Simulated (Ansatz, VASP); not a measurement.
## One calculation of SiC, two programs

```xyz
12
Lattice="3.0951 0.0000 0.0000 -1.5475 2.6804 0.0000 0.0000 0.0000 15.1859" Properties=species:S:1:pos:R:3 pbc="T T T"
Si    0.0000    0.0000    1.8989
Si    0.0000    0.0000    9.4918
Si    0.0000    1.7869    4.4316
Si    1.5475    0.8935   12.0245
Si    0.0000    1.7869   14.5529
Si    1.5475    0.8935    6.9599
C     0.0000    0.0000   -0.0048
C     0.0000    0.0000    7.5882
C     0.0000    1.7869    2.5334
C     1.5475    0.8935   10.1264
C     0.0000    1.7869   12.6546
C     1.5475    0.8935    5.0617
```

Alike in both runs: functional PBE; k mesh 8 × 8 × 2; no spin polarisation.

Ansatz relaxed the structure, and its values are those at the end. VASP's run is a single point on that final structure, the one shown.

|  | VASP | Ansatz |
| --- | --- | --- |
| version | VASP 6.6.1 | Ansatz 0.2.0 |
| potentials or method | VASP PAW PBE potentials, release 64 (Si, C) | scalar-relativistic, plane waves, PAW |
| plane-wave cutoff (eV) | 520 | 420 |
| occupations | gaussian, width 0.01 eV | fixed |
| valence electrons in the cell | 48 | 48 |

|  | VASP | Ansatz | Ansatz less VASP |
| --- | --- | --- | --- |
| pressure (GPa) | 0.0 | 0.0 | +0.05 |
